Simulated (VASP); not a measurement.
MnSi:

```
Mn Si
1.0
     4.54800    0.00000    0.00000
     0.00000    4.54800    0.00000
     0.00000    0.00000    4.54800
Mn Si
4 4
Direct
  0.86200 0.63800 0.36200
  0.63800 0.36200 0.86200
  0.36200 0.86200 0.63800
  0.13800 0.13800 0.13800
  0.15400 0.34600 0.65400
  0.34600 0.65400 0.15400
  0.65400 0.15400 0.34600
  0.84600 0.84600 0.84600
```

```yaml
Program: VASP 6.6.1
Task: relaxation of cell and atoms
Functional: PBEsol
Potentials_or_basis: VASP PAW PBE potentials, release 64 (Mn_pv, Si)
Cutoff: 600 eV
k_mesh: 6 × 6 × 6
Occupations: fermi-dirac, width 0.05 eV
Spin: collinear spin, ferromagnetic start
Starting_moments: "[4.0, 4.0, 4.0, 4.0, 0.0, 0.0, 0.0, 0.0] μB"
```

At the start: pressure -10.6 GPa; volume 11.76 Å³/atom.

Where does the relaxation end?

Over 5 steps the energy falls by 21.1 meV/atom and the volume is 11.16 Å³/atom (-5.1 %); space group P2_13 (No. 198, to 0.1 Å) before and after; moment 3.47 μB per cell.

Step by step:
| step | energy change (eV) | largest force (eV/Å) | pressure (GPa) | volume (Å³) |
| --- | --- | --- | --- | --- |
| 1 | 0.0000 | 0.2627 | -10.62 | 94.07 |
| 2 | 0.1006 | 0.4043 | 16.49 | 83.85 |
| 3 | -0.1689 | 0.0395 | -0.07 | 89.36 |
| 4 | -0.1689 | 0.0376 | 0.08 | 89.26 |
| 5 | -0.1691 | 0.0088 | 0.05 | 89.27 |

Final structure:
```
Mn Si
1.0
     4.46932    0.00000    0.00000
     0.00000    4.46932    0.00000
     0.00000    0.00000    4.46932
Mn Si
4 4
Direct
  0.86274 0.63726 0.36274
  0.63726 0.36274 0.86274
  0.36274 0.86274 0.63726
  0.13726 0.13726 0.13726
  0.15452 0.34548 0.65452
  0.34548 0.65452 0.15452
  0.65452 0.15452 0.34548
  0.84548 0.84548 0.84548
```

Caveat: the PAW data sets were made with another functional, which shifts forces and pressure a little.
